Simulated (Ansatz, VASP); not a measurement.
# Al2Cu in VASP and in Ansatz

POSCAR

```
Al2Cu
1.0
    4.0547150336      0.0000000000      0.0000000000
    0.0000000000      5.7339750267      0.0000000000
    0.0000000000      0.0000000000     25.1367875840
Al Cu
12 6
Direct
    0.0000000000      0.2500000000      0.2983674813
    0.0000000000      0.7500000000      0.2983674813
    0.5000000000      0.7500000000      0.3790204888
    0.5000000000      0.2500000000      0.3790204888
    0.0000000000      0.2500000000      0.4596734963
    0.0000000000      0.7500000000      0.4596734963
    0.5000000000      0.7500000000      0.5403265037
    0.5000000000      0.2500000000      0.5403265037
    0.0000000000      0.2500000000      0.6209795112
    0.0000000000      0.7500000000      0.6209795112
    0.5000000000      0.7500000000      0.7016325187
    0.5000000000      0.2500000000      0.7016325187
    0.5000000000      0.0000000000      0.2983674813
    0.0000000000      0.5000000000      0.3790204888
    0.5000000000      0.0000000000      0.4596734963
    0.0000000000      0.5000000000      0.5403265037
    0.5000000000      0.0000000000      0.6209795112
    0.0000000000      0.5000000000      0.7016325187
```

Contents of INCAR.step1:

```
PREC     = Accurate       # precision mode
ENCUT    = 520            # plane-wave cutoff, eV
ISMEAR   = 0              # smearing method
SIGMA    = 0.1            # smearing width, eV
LREAL    = Auto         
LASPH    = T              # aspherical terms in the spheres
NELM     = 60             # most SCF steps
LDIPOL   = T            
IDIPOL   = 3            
DIPOL    = 0.5 0.5 0.500
NBANDS   = 66             # bands
GGA      = PE             # functional
ALGO     = Normal         # electronic algorithm
EDIFF    = 1E-4           # SCF threshold, eV
LWAVE    = T              # write WAVECAR
LCHARG   = F              # write CHGCAR
```

Contents of INCAR.step2:

```
PREC     = Accurate       # precision mode
ENCUT    = 520            # plane-wave cutoff, eV
EDIFF    = 1E-7           # SCF threshold, eV
ISMEAR   = 0              # smearing method
SIGMA    = 0.1            # smearing width, eV
LREAL    = Auto         
LASPH    = T              # aspherical terms in the spheres
NELM     = 60             # most SCF steps
ALGO     = Normal         # electronic algorithm
ISIF     = 2              # what is computed and relaxed
LWAVE    = F              # write WAVECAR
LCHARG   = F              # write CHGCAR
LDIPOL   = T            
IDIPOL   = 3            
DIPOL    = 0.5 0.5 0.500
METAGGA  = R2SCAN         # meta-GGA
LMIXTAU  = T            
NBANDS   = 66             # bands
ISTART   = 1
```

File KPOINTS:

```
Automatic mesh
0
Gamma
  9 6 1
```

Input for Ansatz:

```yaml
crystal:
  lattice:
    - [4.0547150336, 0.0, 0.0]
    - [0.0, 5.7339750267, 0.0]
    - [0.0, 0.0, 25.136787584]
  atoms:
    - { symbol: Al, position: [0.0, 0.25, 0.2983674813] }
    - { symbol: Al, position: [0.0, 0.75, 0.2983674813] }
    - { symbol: Cu, position: [0.5, 0.0, 0.2983674813] }
    - { symbol: Al, position: [0.5, 0.75, 0.3790204888] }
    - { symbol: Al, position: [0.5, 0.25, 0.3790204888] }
    - { symbol: Cu, position: [0.0, 0.5, 0.3790204888] }
    - { symbol: Al, position: [0.0, 0.25, 0.4596734963] }
    - { symbol: Al, position: [0.0, 0.75, 0.4596734963] }
    - { symbol: Cu, position: [0.5, 0.0, 0.4596734963] }
    - { symbol: Al, position: [0.5, 0.75, 0.5403265037] }
    - { symbol: Al, position: [0.5, 0.25, 0.5403265037] }
    - { symbol: Cu, position: [0.0, 0.5, 0.5403265037] }
    - { symbol: Al, position: [0.0, 0.25, 0.6209795112] }
    - { symbol: Al, position: [0.0, 0.75, 0.6209795112] }
    - { symbol: Cu, position: [0.5, 0.0, 0.6209795112] }
    - { symbol: Al, position: [0.5, 0.75, 0.7016325187] }
    - { symbol: Al, position: [0.5, 0.25, 0.7016325187] }
    - { symbol: Cu, position: [0.0, 0.5, 0.7016325187] }
basis:
  ecutwfc: 500
kpoints:
  mp_grid: { grid: [9, 6, 1] }
hamiltonian:
  xc: r2scan
scf:
  occupations: { method: gaussian, width: 0.1 }
output:
  forces: true
  stress: true
  eigenvalues: true
  write_density: true
  write_potential: true
  elf: true
  volumetric_format: npy
efield:
  axis: 3
  dipole_correction: true
  ramp_width: 0.04
```

Alike in both runs: task single point; functional r2SCAN; k mesh 9 × 6 × 1; occupations gaussian, width 0.1 eV; no spin polarisation.

|  | VASP | Ansatz |
| --- | --- | --- |
| version | VASP 6.6.1 | Ansatz 0.2.0 |
| potentials or method | VASP PAW PBE potentials, release 64 (Al, Cu), cutoff 520 eV | scalar-relativistic, plane waves, PAW |
| valence electrons in the cell | 102 | 150 |

|  | VASP | Ansatz | Ansatz less VASP |
| --- | --- | --- | --- |
| gap on the k mesh at the Fermi level (eV) | none | none | - |
| rms of the force components (eV/Å) | 0.051 | 0.050 | -0.0008 |

VASP's potentials were made for PBE, not for r2SCAN. A gap of «none» marks a metal or a gap that the smearing closes. With one functional, cell and mesh, what is left measures potentials, basis and numerics. VASP's potentials hold 102 valence electrons a cell and Ansatz's 150, so a difference there can come from the potentials and not from the codes. Ansatz's warnings: xc potential rough in thin density.
